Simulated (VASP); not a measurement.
# V (R-3m) in VASP: single point with PBE

Aim: the single point of V with PBE.

All numbers are computed with VASP 6.6.1; they aren't measurements. Logs are shortened: lines on timing, memory, paths and dates and some standing lists are left out, and cuts for length are marked.

## 1. The cell of the first run

The structure is trigonal, space group R-3m (No. 166). Conventional cell: a = 5.014 Å, b = 5.014 Å, c = 26.413 Å, α = 90.00°, β = 90.00°, γ = 120.00°. Within 3.3 Å of V (site symmetry m) lie 7 V at 2.47 to 2.55 Å. Within 3.3 Å of V (site symmetry m) lie 8 V at 2.47 to 2.61 Å.

## 2. Single point, PBE

Input file INCAR:

```
PREC = Accurate ; ENCUT = 520
EDIFF = 1E-7 ; ISMEAR = 0
SIGMA = 0.1 ; LREAL = F
LASPH = T ; NELM = 80
ALGO = Fast ; ISIF = 2
LWAVE = F ; LCHARG = T
GGA = PE ; LELF = T
LVHAR = T ; NBANDS = 90
```

Input file KPOINTS:

```
Automatic mesh
0
Gamma
  3 3 3
```

Input file POSCAR:

```
V
1.0
    2.5069492261      1.4473878106      8.8043557352
   -2.5069492261      1.4473878106      8.8043557352
    0.0000000000     -2.8947756210      8.8043557352
V
12
Direct
    0.0478685688      0.5447353502      0.0478685688
    0.0478685688      0.0478685688      0.5447353502
    0.5447353502      0.0478685688      0.0478685688
    0.9521314312      0.4552646498      0.9521314312
    0.4552646498      0.9521314312      0.9521314312
    0.9521314312      0.9521314312      0.4552646498
    0.2099930872      0.7024507269      0.2099930872
    0.2099930872      0.2099930872      0.7024507269
    0.7024507269      0.2099930872      0.2099930872
    0.7900069128      0.2975492731      0.7900069128
    0.2975492731      0.7900069128      0.7900069128
    0.7900069128      0.7900069128      0.2975492731
```

Potentials or basis: VASP PAW PBE potentials, release 64 (V_sv).

On the command line:

```
> cat potpaw_PBE.64/V_sv/POTCAR > POTCAR
> mpirun -np 1 vasp_std > vasp.out
```

OUTCAR:

```text
PREC = Accurate
   ENCUT = 520
   EDIFF = 1E-7
   ISMEAR = 0
   LREAL = F
   LASPH = T
   NELM = 80
   ISIF = 2
   GGA = PE

 ion  position               nearest neighbor table
   1  0.048  0.545  0.048-   4 2.47   2 2.49   3 2.49   2 2.52   3 2.52  12 2.55  11 2.55
   2  0.048  0.048  0.545-   6 2.47   3 2.49   1 2.49   1 2.52   3 2.52  10 2.55  11 2.55
   3  0.545  0.048  0.048-   5 2.47   2 2.49   1 2.49   2 2.52   1 2.52  12 2.55  10 2.55
   4  0.952  0.455  0.952-   1 2.47   6 2.49   5 2.49   6 2.52   5 2.52   8 2.55   9 2.55
   5  0.455  0.952  0.952-   3 2.47   6 2.49   4 2.49   6 2.52   4 2.52   8 2.55   7 2.55
   6  0.952  0.952  0.455-   2 2.47   4 2.49   5 2.49   4 2.52   5 2.52   7 2.55   9 2.55
   7  0.210  0.702  0.210-   8 2.47   9 2.47   8 2.54   9 2.54   6 2.55   5 2.55  11 2.61  12 2.61
[... 7 lines left out ...]
  11  0.298  0.790  0.790-  12 2.47  10 2.47  12 2.54  10 2.54   2 2.55   1 2.55   7 2.61   8 2.61

  12  0.790  0.790  0.298-  10 2.47  11 2.47  11 2.54  10 2.54   1 2.55   3 2.55   7 2.61   9 2.61

  LATTYP: Found a trigonal (rhomboedric) cell.
 ALAT       =     9.2680313880
 COS(alpha) =     0.8536657183

  Lattice vectors:

 A1 = (   2.5069492261,   1.4473878106,   8.8043557352)
 A2 = (  -2.5069492261,   1.4473878106,   8.8043557352)
 A3 = (   0.0000000000,  -2.8947756210,   8.8043557352)

Analysis of symmetry for initial positions (statically):
=====================================================================
 Subroutine PRICEL returns:
 Original cell was already a primitive cell.

 Routine SETGRP: Setting up the symmetry group for a
 trigonal (rhombohedral) supercell.

 Subroutine GETGRP returns: Found 12 space group operations
 (whereof 12 operations were pure point group operations)
 out of a pool of 12 trial point group operations.

The static configuration has the point symmetry D_3d.

Analysis of symmetry for dynamics (positions and initial velocities):
=====================================================================
 Subroutine PRICEL returns:
 Original cell was already a primitive cell.

 Routine SETGRP: Setting up the symmetry group for a
 trigonal (rhombohedral) supercell.

 Subroutine GETGRP returns: Found 12 space group operations
 (whereof 12 operations were pure point group operations)
 out of a pool of 12 trial point group operations.

The dynamic configuration has the point symmetry D_3d.

 Subroutine INISYM returns: Found 12 space group operations
 (whereof 12 operations are pure point group operations),
 and found     1 'primitive' translations
[... 109 lines left out ...]
   EMIN   =  10.00;   EMAX   =-10.00  energy-range for DOS
   EFERMI =   0.00;   METHOD = LEGACY
   ISMEAR =     0;   SIGMA  =   0.10  broadening in eV -4-tet -1-fermi 0-gaus
   EFERMI_NEDOS =   21; number of points for ismear=-14 and -15
   IALGO  =     68    algorithm
   IMIX   =      4    mixing-type and parameters
     AMIX     =   0.40;   BMIX     =  1.00
     AMIX_MAG =   1.60;   BMIX_MAG =  1.00
  volume/ion in A,a.u.               =      15.97       107.79
  Fermi-wavevector in a.u.,A,eV,Ry     =   1.528469  2.888387 31.786164  2.336217
  Thomas-Fermi vector in A             =   2.636223
   LORBIT       =      0    0 simple, 1 ext, 2 COOP (PROOUT), +10 PAW based schemes
   GGA     = PE    functional components
   LHFCALC =     F    Hartree Fock is set to
   AEXX    =    0.0000 exact exchange contribution
   IVDW    =     0    specifies the selected vdW correction
   LEPSILON=     F    determine dielectric tensor
   LRPA    =     F    only Hartree local field effects (RPA)
 non-spin polarized calculation
 RMM-DIIS sequential band-by-band and
 Gauss-broadening in eV      SIGMA  =   0.10
  energy-cutoff  :      520.00
  volume of cell :      191.68
 maximum number of plane-waves:      5193
 NGX is ok and might be reduce to    70
   NGX = 35   NGY = 35   NGZ = 35

 number of electron     156.0000000 magnetization

 Free energy of the ion-electron system (eV)
  ---------------------------------------------------
  ext. energy  EPLUGINS =         0.00000000
  ---------------------------------------------------
  free energy    TOTEN  =       -97.06333089 eV

  energy without entropy =      -96.96368961  energy(sigma->0) =      -97.01351025

 E-fermi :   7.7881     XC(G=0): -11.7701

 val. band max:        7.7655890359   @ k =   0.3333   0.3333   0.3333
 cond. band min:       7.8113825080   @ k =  -0.3333   0.3333   0.0000
 fundamental gap:      0.0457934721
 Fermi energy:         7.7880793325

 k-point     1 :       0.0000    0.0000    0.0000
  band No.  band energies     occupation
      1     -56.1246      2.00000
      2     -56.0489      2.00000
      3     -56.0147      2.00000
      4     -55.9353      2.00000
      5     -55.9063      2.00000
      6     -55.9063      2.00000
[... 547 lines left out ...]
     89       8.9481      0.00000
     90       9.2638      0.00000

------------------------ aborting loop because EDIFF is reached ----------------------------------------

  FORCE on cell =-STRESS in cart. coord.  units (eV):
  Direction    XX          YY          ZZ          XY          YZ          ZX
  --------------------------------------------------------------------------------------
  -------------------------------------------------------------------------------------
  Total        0.2624277      0.2624277      0.3097204     -0.0000000      0.0000000      0.0000000
  in kB        2.1935167      2.1935167      2.5888152     -0.0000000      0.0000000      0.0000000
  external PRESSURE =       2.3252828 kB  Pullay stress =       0.0000000 kB

 VOLUME and BASIS-vectors are now :
 -----------------------------------------------------------------------------
  energy-cutoff  :      520.00
  volume of cell :      191.68
      direct lattice vectors                 reciprocal lattice vectors
     2.506949226  1.447387811  8.804355735     0.199445603  0.115149973  0.037860048
    -2.506949226  1.447387811  8.804355735    -0.199445603  0.115149973  0.037860048
     0.000000000 -2.894775621  8.804355735     0.000000000 -0.230299945  0.037860048

 POSITION                                       TOTAL-FORCE (eV/Angst)
 -----------------------------------------------------------------------------------
     -1.24562      0.71916      5.63895        -0.013432      0.007755     -0.026409
      0.00000     -1.43832      5.63895         0.000000     -0.015509     -0.026409
      1.24562      0.71916      5.63895         0.013432      0.007755     -0.026409
      1.24562     -0.71916     20.77412         0.013432     -0.007755      0.026409
     -1.24562     -0.71916     20.77412        -0.013432     -0.007755      0.026409
      0.00000      1.43832     20.77412         0.000000      0.015509      0.026409
     -1.23457      0.71278      9.88233        -0.014510      0.008377     -0.029450
      0.00000     -1.42555      9.88233         0.000000     -0.016754     -0.029450
      1.23457      0.71278      9.88233         0.014510      0.008377     -0.029450
      1.23457     -0.71278     16.53073         0.014510     -0.008377      0.029450
     -1.23457     -0.71278     16.53073        -0.014510     -0.008377      0.029450
      0.00000      1.42555     16.53073         0.000000      0.016754      0.029450
 -----------------------------------------------------------------------------------
    total drift:                               -0.000000      0.000000     -0.000000

  FREE ENERGIE OF THE ION-ELECTRON SYSTEM (eV)
  ---------------------------------------------------
  free  energy   TOTEN  =       -97.0633308870 eV

  energy  without entropy=      -96.9636896128  energy(sigma->0) =      -97.01351025
```

OSZICAR:

```text
N       E                     dE             d eps       ncg     rms          rms(c)
DAV:   1     0.273529379444E+04    0.27353E+04   -0.93397E+04  1096   0.198E+03
DAV:   2     0.595410057228E+02   -0.26758E+04   -0.26424E+04  1080   0.693E+02
DAV:   3    -0.100880954900E+03   -0.16042E+03   -0.15485E+03  1496   0.189E+02
[... 17 lines left out ...]
RMM:  21    -0.970633298204E+02   -0.19048E-05   -0.19103E-05  1045   0.306E-03    0.672E-04
RMM:  22    -0.970633303649E+02   -0.54445E-06   -0.51802E-06   835   0.184E-03    0.688E-04
RMM:  23    -0.970633306955E+02   -0.33061E-06   -0.39649E-06   823   0.140E-03    0.187E-04
RMM:  24    -0.970633308109E+02   -0.11541E-06   -0.11452E-06   745   0.794E-04    0.167E-04
RMM:  25    -0.970633308870E+02   -0.76121E-07   -0.86919E-07   550   0.537E-04
   1 F= -.97063331E+02 E0= -.97013510E+02  d E =-.996413E-01
```

It took 8.9 min on 1 thread of Intel Xeon 6975P-C (Granite Rapids), shared host; peak memory 0.61 GiB.

What came out:

| Property | Result |
| --- | --- |
| Free energy | -97.0633 eV |
| Pressure | 0.2 GPa |
| Largest force | 0.034 eV/Å |
| Band gap on the k mesh | zero (band 78 reaches 8.33 eV, above the bottom of band 79 at 7.64 eV) |

Forces in eV/Å, atoms in the order of the input:
```
V   -0.013  0.008 -0.026
V    0.000 -0.016 -0.026
V    0.013  0.008 -0.026
V    0.013 -0.008  0.026
V   -0.013 -0.008  0.026
V    0.000  0.016  0.026
V   -0.015  0.008 -0.029
V    0.000 -0.017 -0.029
V    0.015  0.008 -0.029
V    0.015 -0.008  0.029
V   -0.015 -0.008  0.029
V    0.000  0.017  0.029
```

Caveat: the k points lie up to 0.49 Å⁻¹ apart.
